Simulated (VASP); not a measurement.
Here is a VASP 6.6.1 calculation.

INCAR

```
  PREC = Accurate
  ENCUT = 750
  EDIFF = 1E-6
  ISMEAR = -1
  SIGMA = 0.1
  LREAL = False
  LASPH = True
  NELM = 120
  ALGO = Normal
  ISIF = 2
  LWAVE = False
  LCHARG = False
  GGA = PE
  NBANDS = 8
  GGA_COMPAT = False
```

KPOINTS

```
regular mesh
0
Gamma
  17 17 17
```

POSCAR

```
Li
1.0
   -1.7166113092      1.7166113092      1.7166113092
    1.7166113092     -1.7166113092      1.7166113092
    1.7166113092      1.7166113092     -1.7166113092
Li
1
Direct
    0.0000000000      0.0000000000      0.0000000000
```

Potentials or basis: VASP PAW PBE potentials, release 64 (Li_sv).

Launch:

```console
$ cat potpaw_PBE.64/Li_sv/POTCAR > POTCAR
$ mpirun -np 1 vasp_std > vasp.out
```

What does it give for the pressure?

-0.1 GPa.
